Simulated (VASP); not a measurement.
# TiAl (P-6m2) in VASP: vibrations by perturbation theory with PBE

Aim: the vibrations by perturbation theory of TiAl with PBE.

All numbers are computed with VASP 6.6.1; they aren't measurements. Logs are shortened: lines on timing, memory, paths and dates and some standing lists are left out, and cuts for length are marked.

## 1. The cell of the first run

The structure is hexagonal, space group P-6m2 (No. 187). The conventional cell has a = 2.881 Å, b = 2.881 Å, c = 4.649 Å, α = 90.00°, β = 90.00°, γ = 120.00°. Ti (site symmetry -6m2) has 6 Al at 2.86 Å and 6 Ti at 2.88 Å within 3.8 Å. Al (site symmetry -6m2) has 6 Ti at 2.86 Å and 6 Al at 2.88 Å within 3.8 Å.

## 2. Vibrations by perturbation theory, PBE

File INCAR:

```
  PREC = Accurate
  ENCUT = 520
  EDIFF = 1E-8
  ISMEAR = 0
  SIGMA = 0.15
  LREAL = F
  LASPH = T
  NELM = 80
  ALGO = Fast
  ISIF = 2
  LWAVE = F
  LCHARG = F
  GGA = PE
  IBRION = 8
  NSW = 1
```

File KPOINTS:

```
Automatic mesh
0
Gamma
  18 18 10
```

File POSCAR:

```
TiAl
1.0
    2.8811117122      0.0000000000      0.0000000000
   -1.4405558561      2.4951159339      0.0000000000
    0.0000000000      0.0000000000      4.6485829680
Ti Al
1 1
Direct
    0.0000000000      0.0000000000      0.0000000000
    0.3333333333      0.6666666667      0.5000000000
```

Potentials or basis: VASP PAW PBE potentials, release 64 (Ti_sv, Al).

On the command line:

```bash
cat potpaw_PBE.64/Ti_sv/POTCAR potpaw_PBE.64/Al/POTCAR > POTCAR
mpirun -np 1 vasp_std > vasp.out
```

OUTCAR:

```text
PREC = Accurate
   ENCUT = 520
   EDIFF = 1E-8
   ISMEAR = 0
   LREAL = F
   LASPH = T
   NELM = 80
   ISIF = 2
   GGA = PE
   IBRION = 8
   NSW = 1

 ion  position               nearest neighbor table
   1  0.000  0.000  0.000-   2 2.86   2 2.86   2 2.86   2 2.86   2 2.86   2 2.86
   2  0.333  0.667  0.500-   1 2.86   1 2.86   1 2.86   1 2.86   1 2.86   1 2.86

  LATTYP: Found a hexagonal cell.
 ALAT       =     2.8811117122
 C/A-ratio  =     1.6134684915

  Lattice vectors:

 A1 = (   2.8811117122,   0.0000000000,   0.0000000000)
 A2 = (  -1.4405558561,   2.4951159339,   0.0000000000)
 A3 = (   0.0000000000,   0.0000000000,   4.6485829680)

Analysis of symmetry for initial positions (statically):
=====================================================================
 Subroutine PRICEL returns:
 Original cell was already a primitive cell.

 Routine SETGRP: Setting up the symmetry group for a
 hexagonal supercell.

 Subroutine GETGRP returns: Found 12 space group operations
 (whereof 12 operations were pure point group operations)
 out of a pool of 24 trial point group operations.

The static configuration has the point symmetry D_3h.

Analysis of symmetry for dynamics (positions and initial velocities):
=====================================================================
 Subroutine PRICEL returns:
 Original cell was already a primitive cell.

 Routine SETGRP: Setting up the symmetry group for a
 hexagonal supercell.

 Subroutine GETGRP returns: Found 12 space group operations
 (whereof 12 operations were pure point group operations)
 out of a pool of 24 trial point group operations.

The dynamic configuration has the point symmetry D_3h.

 Subroutine INISYM returns: Found 12 space group operations
 (whereof 12 operations are pure point group operations),
 and found     1 'primitive' translations

----------------------------------------------------------------------------------------

                                     Primitive cell

  volume of cell :      33.4173

  direct lattice vectors                    reciprocal lattice vectors
     2.881111712  0.000000000  0.000000000     0.347088242  0.200391490  0.000000000
    -1.440555856  2.495115934  0.000000000     0.000000000  0.400782980  0.000000000
     0.000000000  0.000000000  4.648582968     0.000000000  0.000000000  0.215119318

  length of vectors
     2.881111712  2.881111712  4.648582968     0.400782980  0.400782980  0.215119318

  position of ions in fractional coordinates (direct lattice)
     0.000000000  0.000000000  0.000000000
     0.333333333  0.666666667  0.500000000

  ion indices of the primitive-cell ions
   primitive index   ion index
                 1           1
                 2           2

----------------------------------------------------------------------------------------

 KPOINTS: Automatic mesh

Automatic generation of k-mesh.
 Grid dimensions read from file:
 generate k-points for:   18   18   10

 Generating k-lattice:

  Cartesian coordinates                     Fractional coordinates (reciprocal lattice)
     0.019282680  0.011132861  0.000000000     0.055555556  0.000000000  0.000000000
     0.000000000  0.022265721  0.000000000     0.000000000  0.055555556  0.000000000
     0.000000000  0.000000000  0.021511932     0.000000000  0.000000000  0.100000000

  Length of vectors
     0.022265721  0.022265721  0.021511932

  Shift w.r.t. Gamma in fractional coordinates (k-lattice)
     0.000000000  0.000000000  0.000000000

 Subroutine IBZKPT returns following result:
 ===========================================

 Found    222 irreducible k-points:

 Following reciprocal coordinates:
            Coordinates               Weight
  0.000000  0.000000  0.000000      1.000000
  0.055556  0.000000  0.000000      6.000000
  0.111111  0.000000  0.000000      6.000000
  0.166667  0.000000  0.000000      6.000000
  0.222222  0.000000  0.000000      6.000000
  0.277778  0.000000  0.000000      6.000000
[... 16 lines left out ...]
  0.333333  0.111111  0.000000     12.000000
  0.388889  0.111111  0.000000     12.000000
 [... further k-points ...]
   k-points           NKPTS =    222   k-points in BZ     NKDIM =    222   number of bands    NBANDS=     11
   number of dos      NEDOS =    301   number of ions     NIONS =      2
   total plane-waves  NPLWV =  20736
   dimension x,y,z NGX =    24 NGY =   24 NGZ =   36
   dimension x,y,z NGXF=    48 NGYF=   48 NGZF=   72
   ions per type =               1   1
   NGX,Y,Z   is equivalent  to a cutoff of  13.85, 13.85, 12.87 a.u.
   NGXF,Y,Z  is equivalent  to a cutoff of  27.70, 27.70, 25.75 a.u.
 SYSTEM =  unknown system
   PREC   = accura    normal or accurate (medium, high low for compatibility)
   ISTART =      0    job   : 0-new  1-cont  2-samecut
   ICHARG =      2    charge: 1-file 2-atom 10-const
   ISPIN  =      1    spin polarized calculation?
   LNONCOLLINEAR =      F non collinear calculations
   LSORBIT =      F    spin-orbit coupling
   LASPH  =      T    aspherical Exc in radial PAW
   ENCUT  =  520.0 eV  38.22 Ry    6.18 a.u.   5.36  5.36  8.64*2*pi/ulx,y,z
   NELM   =     80;   NELMIN=  2; NELMDL= -5     # of ELM steps
   EDIFF  = 0.1E-07   stopping-criterion for ELM
   LREAL  =      F    real-space projection
   EDIFFG = 0.1E-06   stopping-criterion for IOM
   NSW    =      1    number of steps for IOM
   IBRION =      8    ionic relax: 0-MD 1-quasi-New 2-CG
   NFREE  =      0    steps in history (QN), initial steepest desc. (CG)
   ISIF   =      2    stress and relaxation
   ISYM   =      2    0-nonsym 1-usesym 2-fastsym
   POTIM  = 0.5000    time-step for ionic-motion
   TEBEG  =    0.0;   TEEND  =   0.0 temperature during run
   PSTRESS=    0.0 pullay stress
   NELECT =      15.0000    total number of electrons
   NUPDOWN=      -1.0000    fix difference up-down
   EMIN   =  10.00;   EMAX   =-10.00  energy-range for DOS
   EFERMI =   0.00;   METHOD = LEGACY
   ISMEAR =     0;   SIGMA  =   0.15  broadening in eV -4-tet -1-fermi 0-gaus
   EFERMI_NEDOS =   21; number of points for ismear=-14 and -15
   IALGO  =     68    algorithm
   IMIX   =      4    mixing-type and parameters
     AMIX     =   0.40;   BMIX     =  1.00
     AMIX_MAG =   1.60;   BMIX_MAG =  1.00
  volume/ion in A,a.u.               =      16.71       112.76
  Fermi-wavevector in a.u.,A,eV,Ry     =   1.253472  2.368719 21.377380  1.571193
  Thomas-Fermi vector in A             =   2.387324
   LORBIT       =      0    0 simple, 1 ext, 2 COOP (PROOUT), +10 PAW based schemes
   GGA     = PE    functional components
   LHFCALC =     F    Hartree Fock is set to
   AEXX    =    0.0000 exact exchange contribution
   IVDW    =     0    specifies the selected vdW correction
   LEPSILON=     F    determine dielectric tensor
   LRPA    =     F    only Hartree local field effects (RPA)
 non-spin polarized calculation
 RMM-DIIS sequential band-by-band and
 Gauss-broadening in eV      SIGMA  =   0.15
  energy-cutoff  :      520.00
  volume of cell :       33.42
 maximum number of plane-waves:       923
 NGX is ok and might be reduce to    24
   NGX = 11   NGY = 11   NGZ = 17

--------------------------------------- Ionic step        1  -------------------------------------------

 number of electron      15.0000001 magnetization

 Free energy of the ion-electron system (eV)
  ---------------------------------------------------
  ext. energy  EPLUGINS =         0.00000000
  ---------------------------------------------------
  free energy    TOTEN  =       -12.09820305 eV

  energy without entropy =      -12.06963111  energy(sigma->0) =      -12.08391708

 E-fermi :   7.8238     XC(G=0): -10.9187

 val. band max:        7.8237438906   @ k =   0.2778   0.1111   0.3000
 cond. band min:       7.8252967680   @ k =   0.1667   0.0000   0.5000
 fundamental gap:      0.0015528774
 Fermi energy:         7.8238322660

 k-point     1 :       0.0000    0.0000    0.0000
  band No.  band energies     occupation
      1     -48.7165      2.00000
      2     -25.0349      2.00000
      3     -24.6321      2.00000
      4     -24.6321      2.00000
      5      -1.0690      2.00000
      6       5.5757      2.00000
      7       6.0764      2.00000
      8       9.0885      0.00000
      9       9.0885      0.00000
     10      10.5451      0.00000
     11      10.5475      0.00000
[... 309 lines left out ...]
 k-point    24 :       0.3889    0.1111    0.0000
  band No.  band energies     occupation
      1     -48.6270      2.00000
      2     -25.1455      2.00000
      3     -24.9457      2.00000
      4     -24.7953      2.00000
      5       3.6047      2.00000
      6       5.8419      2.00000
      7       6.4473      2.00000
      8       7.0735      2.00000
      9       9.3923      0.00000
     10      10.9848      0.00000
     11      12.4788      0.00000

 [... further k-points ...]

------------------------ aborting loop because EDIFF is reached ----------------------------------------

  FORCE on cell =-STRESS in cart. coord.  units (eV):
  Direction    XX          YY          ZZ          XY          YZ          ZX
  --------------------------------------------------------------------------------------
  -------------------------------------------------------------------------------------
  Total       -0.0060882     -0.0060882     -0.0178475      0.0000000      0.0000000     -0.0000000
  in kB       -0.2918939     -0.2918939     -0.8556900      0.0000000      0.0000000     -0.0000000
  external PRESSURE =      -0.4798259 kB  Pullay stress =       0.0000000 kB

 VOLUME and BASIS-vectors are now :
 -----------------------------------------------------------------------------
  energy-cutoff  :      520.00
  volume of cell :       33.42
      direct lattice vectors                 reciprocal lattice vectors
     2.881111712  0.000000000  0.000000000     0.347088242  0.200391490  0.000000000
    -1.440555856  2.495115934  0.000000000     0.000000000  0.400782980  0.000000000
     0.000000000  0.000000000  4.648582968     0.000000000  0.000000000  0.215119318

 POSITION                                       TOTAL-FORCE (eV/Angst)
 -----------------------------------------------------------------------------------
      0.00000      0.00000      0.00000         0.000000      0.000000      0.000000
     -0.00000      1.66341      2.32429         0.000000     -0.000000      0.000000
 -----------------------------------------------------------------------------------
    total drift:                                0.000000     -0.000000      0.000000

  FREE ENERGIE OF THE ION-ELECTRON SYSTEM (eV)
  ---------------------------------------------------
  free  energy   TOTEN  =       -12.0982030539 eV

  energy  without entropy=      -12.0696311064  energy(sigma->0) =      -12.08391708

[... ionic steps 2 to 3 ...]

--------------------------------------- Ionic step        4  -------------------------------------------

------------------------ aborting loop because EDIFF is reached ----------------------------------------
[... 11 lines left out ...]
[... ionic steps 8 to 8 ...]

--------------------------------------- Ionic step        9  -------------------------------------------

 Free energy of the ion-electron system (eV)
  ---------------------------------------------------
  ---------------------------------------------------
  free energy    TOTEN  =        -0.01257068 eV

  energy without entropy =       -0.01257068

------------------------ aborting loop because EDIFF is reached ----------------------------------------

 INTERNAL STRAIN TENSOR  FOR ION    2  DIRECTION 3   (eV/Angst):
 -----------------------------------------------------------------------------
    -0.00085  0.00000  0.00000
     0.00000 -0.00085 -0.00000
     0.00000 -0.00000 -0.00204

 INTERNAL STRAIN TENSOR FOR ION    2 for displacements in x,y,z  (eV/Angst):
          X           Y           Z          XY          YZ          ZX
  --------------------------------------------------------------------------------
  x    -0.00000     0.00000     0.00000     3.09154     0.00000     0.00000
  y     3.09154    -3.09154     0.00000     0.00000     0.00000     0.00000
  z     0.00000     0.00000     0.00000     0.00000     0.00000     0.00000

 SECOND DERIVATIVES (NOT SYMMETRIZED)
 ------------------------------------
               1X          1Y          1Z          2X          2Y          2Z
  1X    -2.026138    0.000000    0.000000    2.026138   -0.000000    0.000000
  1Y     0.000000   -2.026138    0.000000    0.000000    2.026138    0.000000
  1Z     0.000000    0.000000   -7.150183   -0.000000    0.000000    7.150183
  2X     2.029286    0.000000    0.000000   -2.029286    0.000000    0.000000
  2Y    -0.000000    2.029286    0.000000    0.000000   -2.029286    0.000000
  2Z     0.000000    0.000000    7.131452    0.000000    0.000000   -7.131452

 Eigenvectors and eigenvalues of the dynamical matrix
 ----------------------------------------------------

   1 f  =   10.054650 THz    63.175232 2PiTHz  335.387037 cm-1    41.582674 meV
             X         Y         Z           dx          dy          dz
      0.000000  0.000000  0.000000     0.000000   -0.000000   -0.600849
     -0.000000  1.663411  2.324291     0.000000    0.000000    0.799362
[... 21 lines left out ...]
   6 f/i=    0.006334 THz     0.039798 2PiTHz    0.211279 cm-1     0.026195 meV
             X         Y         Z           dx          dy          dz
      0.000000  0.000000  0.000000     0.000000    0.000000    0.799362
     -0.000000  1.663411  2.324291     0.000000    0.000000    0.600849

--------------------------------------------------------------------------------------------------------

 ELASTIC MODULI CONTR FROM IONIC RELAXATION (kBar)
 Direction    XX          YY          ZZ          XY          YZ          ZX
 --------------------------------------------------------------------------------
 XX        -210.9960    210.9960      0.0000     -0.0000      0.0000      0.0000
 YY         210.9960   -210.9960      0.0000      0.0000      0.0000      0.0000
 ZZ           0.0000      0.0000      0.0000      0.0000      0.0000      0.0000
 XY          -0.0000      0.0000      0.0000   -210.9960      0.0000      0.0000
 YZ           0.0000      0.0000      0.0000      0.0000      0.0000      0.0000
 ZX           0.0000      0.0000      0.0000      0.0000      0.0000      0.0000
 --------------------------------------------------------------------------------
```

Run time: 13 min. Hardware: 1 thread of Intel Xeon 6975P-C (Granite Rapids), shared host; peak memory 0.86 GiB.

What came out:

```
Highest phonon frequency at Γ : 335 cm⁻¹
```

Phonon frequencies in cm⁻¹ (negative: imaginary):
| q point | frequencies |
| --- | --- |
| (0.000, 0.000, 0.000) | 0 0 0 179 179 335 |
